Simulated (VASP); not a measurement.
Input of a VASP 6.6.1 run:

The input INCAR:

```
ALGO = Normal
EDIFF = 1E-6
ENCUT = 600
GGA = PS
GGA_COMPAT = F
ISIF = 2
ISMEAR = 0
LASPH = T
LCHARG = F
LREAL = F
LWAVE = F
NBANDS = 28
NELM = 120
PREC = Accurate
SIGMA = 0.02
```

Contents of KPOINTS:

```
k-points
0
Gamma
  8 8 8
```

Contents of POSCAR:

```
BaTiO3
1.0
    4.1063487187      0.0000000000      0.0000000000
    0.0000000000      4.1063487187      0.0000000000
    0.0000000000      0.0000000000      3.8854855723
Ba O Ti
1 3 1
Direct
    0.0000000000      0.0000000000      0.0000000000
    0.5000000000      0.5000000000      0.0000000000
    0.0000000000      0.5000000000      0.5000000000
    0.5000000000      0.0000000000      0.5000000000
    0.5000000000      0.5000000000      0.5000000000
```

Potentials or basis: VASP PAW PBE potentials, release 64 (Ba_sv, O, Ti_sv).

Launch:

```bash
$ cat potpaw_PBE.64/Ba_sv/POTCAR potpaw_PBE.64/O/POTCAR potpaw_PBE.64/Ti_sv/POTCAR > POTCAR
$ mpirun -np 1 vasp_std > vasp.out
```

Task: Estimate the band gap on the k mesh.

Result: 1.54 eV (least direct gap 1.71 eV).

Task: What does it give for the pressure?

Result: -5.2 GPa.

Stress tensor (GPa, compression positive):
```
-8.70  0.00  0.00
 0.00 -8.70  0.00
 0.00  0.00  1.71
```

Caveat: the stress differs along the axes, from -9 to 2 GPa; the PAW data sets were made with another functional, which shifts forces and pressure a little; spin-orbit coupling is left out, which moves the levels of the heavy elements. A k mesh can miss the band edges.
